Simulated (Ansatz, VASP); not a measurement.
One calculation of Ga2GeSe2, two programs

```xyz
5
Lattice="4.6208 0.0000 0.0000 -2.3104 4.0017 0.0000 0.0000 0.0000 6.7026" Properties=species:S:1:pos:R:3 pbc="T T T"
Ga    0.0000    2.6678    6.3352
Ga    2.3104    1.3339    0.3675
Ge    0.0000    0.0000    3.3513
Se    0.0000    2.6678    3.0296
Se    2.3104    1.3339    3.6730
```

Alike in both runs: task relaxation of cell and atoms; functional PBE; k mesh 6 × 6 × 4; occupations gaussian, width 0.1 eV; no spin polarisation.

|  | VASP | Ansatz |
| --- | --- | --- |
| version | VASP 6.6.1 | Ansatz 0.2.0 |
| potentials or method | VASP PAW PBE potentials, release 64 (Ga_d, Ge_d, Se), cutoff 600 eV | scalar-relativistic, plane waves, PAW |
| valence electrons in the cell | 52 | 72 |

|  | VASP | Ansatz | Ansatz less VASP |
| --- | --- | --- | --- |
| gap on the k mesh at the Fermi level, each at its own relaxed structure (eV) | none | none | - |
| relaxed volume (Å³/atom) | 25.59 | 25.57 | -0.024 |
| relaxed cell length with the largest relative difference (Å) | 8.827 | 8.859 | +0.0321 |

A gap of «none» marks a metal or a gap that the smearing closes. VASP's potentials hold 52 valence electrons a cell and Ansatz's 72, so a difference there can come from the potentials and not from the codes.
